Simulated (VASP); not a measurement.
Crystal: KBe2.

```
K Be
1.0
     0.00000    2.93795    2.93795
     2.93795    0.00000    2.93795
     2.93795    2.93795    0.00000
K Be
1 2
Direct
  0.00000 0.00000 0.00000
  0.25000 0.25000 0.25000
  0.75000 0.75000 0.75000
```

```yaml
Program: VASP 6.6.1
Task: relaxation of cell and atoms
Functional: PBE
Potentials_or_basis: VASP PAW PBE potentials, release 64 (K_sv, Be)
Cutoff: 600 eV
k_mesh: 6 × 6 × 6
Occupations: gaussian, width 0.1 eV
Spin: no spin polarisation
```

At the start: pressure 22.1 GPa; volume 16.91 Å³/atom.

**Question.** Where does the relaxation end?

**Answer.** Over 6 steps the energy falls by 613.4 meV/atom and the volume is 32.05 Å³/atom (+89.6 %); space group Fm-3m (No. 225, to 0.05 Å).

The path:
```csv
step,energy change (eV),largest force (eV/Å),pressure (GPa),volume (Å³)
1,0.0000,0.0000,22.12,50.72
2,-1.4771,0.0000,5.83,69.86
3,-1.7679,0.0000,1.94,82.67
4,-1.7776,0.0000,-1.05,112.81
5,-1.8377,0.0000,-0.26,99.26
6,-1.8402,0.0000,0.02,96.14
```

Final structure:
```xyz
3
Lattice="0.0000 3.6361 3.6361 3.6361 0.0000 3.6361 3.6361 3.6361 0.0000" Properties=species:S:1:pos:R:3 pbc="T T T"
K     0.0000    0.0000    0.0000
Be    1.8180    1.8180    1.8180
Be    5.4541    5.4541    5.4541
```

Caveat: the volume moved by over 15 % at a fixed basis, so the end points are rough.
